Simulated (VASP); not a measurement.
A run of VASP 6.6.1 is set up as follows.

The input INCAR:

```
SYSTEM = Fe4Si
ALGO = Fast
EDIFF = 1E-6
EDIFFG = -0.04
ENCUT = 600
GGA = PE
IBRION = 2
ISIF = 3
ISMEAR = 0
ISPIN = 2
LASPH = .TRUE.
LCHARG = .FALSE.
LMAXMIX = 4
LORBIT = 11
LREAL = .FALSE.
LWAVE = .FALSE.
MAGMOM = 4 -4 -4 -4 0
NELM = 150
NSW = 90
PREC = Accurate
SIGMA = 0.1
```

KPOINTS

```
k-points
0
G
  6 6 6
  0 0 0
```

File POSCAR:

```
Fe4Si
1.0
    0.0000000000      3.1503298200      3.1503298200
    3.1503298200      0.0000000000      3.1503298200
    3.1503298200      3.1503298200      0.0000000000
Fe Si
4 1
Direct
    0.3904297900      0.3904297900      0.3904297900
    0.3904297900      0.3904297900      0.8287106400
    0.3904297900      0.8287106400      0.3904297900
    0.8287106400      0.3904297900      0.3904297900
    0.7500000000      0.7500000000      0.7500000000
```

Potentials or basis: VASP PAW PBE potentials, release 64 (Fe, Si).

Run with:

```bash
$ cat potpaw_PBE.64/Fe/POTCAR potpaw_PBE.64/Si/POTCAR > POTCAR
$ mpirun -np 1 vasp_std > vasp.out
```

(1) Predict the net moment.

(2) What does it give for the space group after relaxing (to 0.1 Å)?

(3) Estimate the relaxed volume.

## Answers

(1) -7.11 μB per cell.

(2) F-43m (No. 216).

(3) 14.03 Å³/atom.
